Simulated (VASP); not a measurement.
# Ge (P6_3/mmc) in VASP: a series of runs, part 2 of 2

VASP 6.6.1.

## (4) Single point, RPBE (20.02 Å³/atom)

This run uses another cell than the first one, of 20.02 Å³/atom.

File INCAR:

```
PREC = Accurate ; ENCUT = 520
EDIFF = 1E-6 ; ISMEAR = -1
SIGMA = 0.1 ; LREAL = F
LASPH = T ; NELM = 100
ALGO = Normal ; ISIF = 2
LWAVE = F ; LCHARG = T
GGA = RP ; LELF = T
LVHAR = T ; NBANDS = 36
```

File KPOINTS:

```
regular mesh
0
Gamma
  13 13 4
```

File POSCAR:

```
Ge
1.0
    3.0437414094      0.0000000000      0.0000000000
   -1.5218707047      2.6359573831      0.0000000000
    0.0000000000      0.0000000000      9.9804663355
Ge
4
Direct
    0.0000000000      1.0000000000      1.0000000000
    0.0000000000      1.0000000000      0.5000000000
    0.3333333333      0.6666666667      0.2500000000
    0.6666666667      0.3333333333      0.7500000000
```

Potentials or basis: VASP PAW PBE potentials, release 64 (Ge_d).

Run with:

```console
$ cat potpaw_PBE.64/Ge_d/POTCAR > POTCAR
$ mpirun -np 1 vasp_std > vasp.out
```

OUTCAR:

```text
PREC = Accurate
   ENCUT = 520
   EDIFF = 1E-6
   ISMEAR = -1
   LREAL = F
   LASPH = T
   NELM = 100
   ISIF = 2
   GGA = RP

 ion  position               nearest neighbor table
   1  0.000  0.000  0.000-
   2  0.000  0.000  0.500-
   3  0.333  0.667  0.250-
   4  0.667  0.333  0.750-

  LATTYP: Found a hexagonal cell.
 ALAT       =     3.0437414094
 C/A-ratio  =     3.2790125681

  Lattice vectors:
[... 196 lines left out ...]
      3     -18.4987      2.00000
      4     -18.4987      2.00000
      5     -18.4934      2.00000
      6     -18.4934      2.00000
[... 925 lines left out ...]
     35      13.6228      0.00000
     36      14.3802      0.00000

 [... further k-points ...]
[... 5 lines left out ...]
  --------------------------------------------------------------------------------------
  -------------------------------------------------------------------------------------
  Total       -0.3366038     -0.3366038      0.3859567      0.0000000      0.0000000      0.0000000
  in kB       -6.7349229     -6.7349229      7.7223988      0.0000000      0.0000000      0.0000000
  external PRESSURE =      -1.9158157 kB  Pullay stress =       0.0000000 kB

 VOLUME and BASIS-vectors are now :
 -----------------------------------------------------------------------------
  energy-cutoff  :      520.00
  volume of cell :       80.08
      direct lattice vectors                 reciprocal lattice vectors
     3.043741409  0.000000000  0.000000000     0.328543022  0.189684402  0.000000000
    -1.521870705  2.635957383  0.000000000     0.000000000  0.379368804  0.000000000
     0.000000000  0.000000000  9.980466335     0.000000000  0.000000000  0.100195719

 POSITION                                       TOTAL-FORCE (eV/Angst)
 -----------------------------------------------------------------------------------
      0.00000      0.00000      0.00000        -0.000000      0.000000      0.000000
      0.00000      0.00000      4.99023        -0.000000      0.000000      0.000000
     -0.00000      1.75730      2.49512         0.000000     -0.000000      0.000000
      1.52187      0.87865      7.48535        -0.000000      0.000000      0.000000
 -----------------------------------------------------------------------------------
    total drift:                               -0.000000      0.000000     -0.000000

  FREE ENERGIE OF THE ION-ELECTRON SYSTEM (eV)
  ---------------------------------------------------
  free  energy   TOTEN  =       -15.3326987963 eV

  energy  without entropy=      -15.2806195537  energy(sigma->0) =      -15.30665918
```

It took 4.8 min on 1 thread of Intel Xeon 8259CL, shared host; peak memory 0.27 GiB.

Results:

- Free energy: -15.3327 eV
- Pressure: -0.2 GPa
- Band gap on the k mesh: zero (bands 28 and 29 overlap by 8.86 eV)

Caveat: the PAW data sets were made with another functional, which shifts forces and pressure a little.

## (5) Relaxation of cell and atoms, RPBE

This run uses another cell than the first one, of 19.24 Å³/atom.

File INCAR:

```
  PREC = Accurate
  ENCUT = 600
  EDIFF = 1E-6
  ISMEAR = -1
  SIGMA = 0.1
  LREAL = F
  LASPH = T
  NELM = 100
  ALGO = Normal
  ISIF = 3
  LWAVE = F
  LCHARG = F
  GGA = RP
  IBRION = 2
  NSW = 80
  EDIFFG = -0.01
```

File KPOINTS:

```
regular mesh
0
Gamma
  12 12 4
```

File POSCAR:

```
Ge
1.0
    3.0076538696      0.0000000000      0.0000000000
   -1.5038269348      2.6047046568      0.0000000000
    0.0000000000      0.0000000000      9.8229975381
Ge
4
Direct
    0.0000000000      0.0000000000      0.0000000000
    0.0000000000      0.0000000000      0.5000000000
    0.3333333333      0.6666666667      0.2500000000
    0.6666666667      0.3333333333      0.7500000000
```

Run with:

```console
$ cat potpaw_PBE.64/Ge_d/POTCAR > POTCAR
$ mpirun -np 1 vasp_std > vasp.out
```

Run time: 9.2 min. Hardware: 1 thread of Intel Xeon Platinum 8259CL at 2.50GHz (Skylake/Cascade Lake), shared host; peak memory 0.28 GiB.

It converged, with:

| Property | Result |
| --- | --- |
| Free energy | -15.3079 eV |
| Relaxed volume | 20.03 Å³/atom |
| Relaxed cell | a = 3.043 Å, b = 3.043 Å, c = 9.989 Å, α = 90.00°, β = 90.00°, γ = 120.00° |
| Space group after relaxing (to 0.1 Å) | P6_3/mmc (No. 194) |
| Energy gained by relaxing | 6.2 meV/atom |
| Ionic steps | 8 |
| Pressure after relaxing | 0.0 GPa |
| Band gap on the k mesh | zero (bands 28 and 29 overlap by 9.41 eV) |

Step by step:
```tsv
step	energy change (eV)	largest force (eV/Å)	pressure (GPa)	volume (Å³)
1	0.0000	0.0000	2.32	76.95
2	-0.0247	0.0000	0.01	80.09
3	-0.0247	0.0000	0.01	80.10
4	-0.0247	0.0000	0.10	80.11
5	-0.0248	0.0000	0.12	80.12
6	-0.0247	0.0000	0.15	80.15
7	-0.0248	0.0000	-0.07	80.13
8	-0.0248	0.0000	-0.03	80.13
```

Final structure:
```cif
data_structure
_symmetry_space_group_name_H-M 'P 1'
_symmetry_Int_Tables_number 1
_cell_length_a 3.0434
_cell_length_b 3.0434
_cell_length_c 9.9894
_cell_angle_alpha 90.000
_cell_angle_beta 90.000
_cell_angle_gamma 120.000
_cell_volume 80.13
loop_
_atom_site_label
_atom_site_type_symbol
_atom_site_fract_x
_atom_site_fract_y
_atom_site_fract_z
_atom_site_occupancy
Ge1 Ge 0.00000 0.00000 0.00000 1
Ge2 Ge 0.00000 0.00000 0.50000 1
Ge3 Ge 0.33333 0.66667 0.25000 1
Ge4 Ge 0.66667 0.33333 0.75000 1
```

Levels at points of the mesh, in eV from the Fermi level:
```
           k point  band 25  band 26  band 27  band 28  band 29  band 30  band 31  band 32
(0.00, 0.00, 0.00)    -5.22     1.05     1.06     6.54     6.54     7.28     7.28     7.43
(0.50, 0.00, 0.00)    -4.95    -4.61    -2.32    -1.85    -0.32     0.57     2.60     4.02
(0.00, 0.00, 0.50)    -2.86    -2.86     5.46     5.46     6.76     6.76     6.76     6.76
(0.50, 0.00, 0.50)    -3.96    -3.96    -3.32    -3.32     1.64     1.64     2.97     2.97
```

Caveat: the PAW data sets were made with another functional, which shifts forces and pressure a little.

## (6) Overview

| task | cell | k mesh | cutoff (eV) | gap on the mesh (eV) | pressure (GPa) |
| --- | --- | --- | --- | --- | --- |
| single point | a = 2.960, b = 2.960, c = 9.707 Å, angles 90.0, 90.0, 120.0°, 4 atoms | 13 × 13 × 4 | 520 | none | 5.8 |
| single point | a = 3.003, b = 3.003, c = 9.846 Å, angles 90.0, 90.0, 120.0°, 4 atoms | 13 × 13 × 4 | 520 | none | 2.4 |
| single point | a = 3.044, b = 3.044, c = 9.980 Å, angles 90.0, 90.0, 120.0°, 4 atoms | 13 × 13 × 4 | 520 | none | -0.2 |
| relaxation of cell and atoms | relaxed from a = 3.008, b = 3.008, c = 9.823 Å, angles 90.0, 90.0, 120.0°, 4 atoms | 12 × 12 × 4 | 600 | none | 0.0 |

Alike in all rows: level RPBE; potentials or basis VASP PAW PBE potentials, release 64 (Ge_d); no spin polarisation; smearing fermi-dirac 0.1 eV.

Caveats: the PAW data sets were made with another functional, which shifts forces and pressure a little; the cell stands under pressure (at least some runs).

Total energies depend on the potentials used, so only differences within one code and one set of settings carry meaning.
